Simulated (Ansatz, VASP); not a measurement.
This is a calculation of As for Ansatz 0.2.0.

File input.yaml:

```yaml
crystal:
  lattice:
    - [2.9794804, -0.10061659, 0.32377096]
    - [-0.10061659, 2.58301288, 0.26188432]
    - [0.32377096, 0.26188432, 2.54855196]
  atoms:
    - { symbol: As, position: [0.5, 0.5, 0.5] }
hamiltonian:
  xc: { exchange: r2scan, correlation: r2scan, exx: { coeff: 0.5 } }
  pseudopotentials: { kind: paw }
kpoints:
  mp_grid: { grid: [5, 6, 6] }
scf:
  occupations: { method: fermi_dirac, width: 0.05 }
output:
  forces: true
  stress: true
  eigenvalues: true
```

Potentials or basis: Ansatz PAW.

Launch:

```bash
$ ansatz run input.yaml --threads 2 --pin off --max-ram 5632MiB --backend cpu --events-out ev --progress --plain --runs-dir out
```

Question: Translate it to VASP 6.6.1. Potentials there: VASP PAW PBE potentials, release 64 (As).

Answer: As run (the cutoff follows the program's own potentials):

Contents of POSCAR:

```
As
1.0
    2.9794804000     -0.1006165900      0.3237709600
   -0.1006165900      2.5830128800      0.2618843200
    0.3237709600      0.2618843200      2.5485519600
As
1
Direct
    0.5000000000      0.5000000000      0.5000000000
```

Contents of INCAR.step1:

```
  PREC = Accurate
  ENCUT = 520
  EDIFF = 1E-5
  ISMEAR = -1
  SIGMA = 0.05
  LREAL = F
  LASPH = T
  NELM = 100
  ALGO = Normal
  ISIF = 2
  LWAVE = T
  LCHARG = F
  GGA = PE
  NBANDS = 8
```

Contents of INCAR.step2:

```
  PREC = Accurate
  ENCUT = 520
  EDIFF = 1E-7
  ISMEAR = -1
  SIGMA = 0.05
  LREAL = F
  LASPH = T
  NELM = 100
  ALGO = Normal
  ISIF = 2
  LWAVE = F
  LCHARG = F
  METAGGA = R2SCAN
  LHFCALC = T
  AEXX = 0.5
  LMIXTAU = T
  PRECFOCK = Normal
  ISTART = 1
  NBANDS = 8
```

Contents of KPOINTS:

```
Automatic mesh
0
Gamma
  5 6 6
```

Potentials or basis: VASP PAW PBE potentials, release 64 (As).

Run with:

```console
$ cat potpaw_PBE.64/As/POTCAR > POTCAR
$ cp INCAR.step1 INCAR
$ mpirun -np 1 vasp_std > vasp.out
$ cp INCAR.step2 INCAR
$ mpirun -np 1 vasp_std > vasp.out
```

Both were run:

|  | VASP | Ansatz | Ansatz less VASP |
| --- | --- | --- | --- |
| gap on the k mesh at the Fermi level (eV) | none | none | - |
| pressure (GPa) | -1.2 | 0.3 | +1.44 |
| traceless stress, the component that is largest in VASP (GPa) | -10.59 | -11.28 | -0.682 |

VASP's potentials were made for PBE, not for r2SCAN-based global hybrid. A gap of «none» marks a metal or a gap that the smearing closes. The functional is the same, so the differences come from potentials, cutoffs and numerics. VASP's potentials hold 5 valence electrons a cell and Ansatz's 15, so a difference there can come from the potentials and not from the codes.

The k mesh is coarse, so the values compare programs but aren't converged.
